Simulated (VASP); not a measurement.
MoSe, 2 atoms in the cell. Symmetry: F-43m, No. 216, cubic system. Conventional cell: a = 5.663 Å, b = 5.663 Å, c = 5.663 Å, α = 90.00°, β = 90.00°, γ = 90.00°. Within 3.2 Å of Mo (site symmetry -43m) lie 4 Se at 2.45 Å. Se (site symmetry -43m) has 4 Mo at 2.45 Å within 3.2 Å. 

```yaml
Program: VASP 6.6.1
Task: single point
Functional: r2SCAN
Potentials_or_basis: VASP PAW PBE potentials, release 64 (Mo_sv, Se)
Cutoff: 520 eV
k_mesh: 10 × 10 × 10
Occupations: gaussian, width 0.05 eV
Spin: collinear spin
Starting_moments: "[3.0, 0.0] μB"
Dipole_correction: no
Further_INCAR_settings: ALGO = Normal; EDIFF = 1e-07; NBANDS = 21
```

Potentials or basis: VASP PAW PBE potentials, release 64 (Mo_sv, Se).

Launch:

```sh
$ cat potpaw_PBE.64/Mo_sv/POTCAR potpaw_PBE.64/Se/POTCAR > POTCAR
$ cp INCAR.step1 INCAR
$ mpirun -np 1 vasp_std > vasp.out
$ cp INCAR.step2 INCAR
$ mpirun -np 1 vasp_std > vasp.out
```

Hardware: 1 thread of Intel Xeon 8259CL (shared host).

**Question.** Estimate the wall time of this run.

**Answer.** It took 11 min on 1 thread of Intel Xeon 8259CL (shared host), peak memory 0.24 GiB. Counts: k points 47.
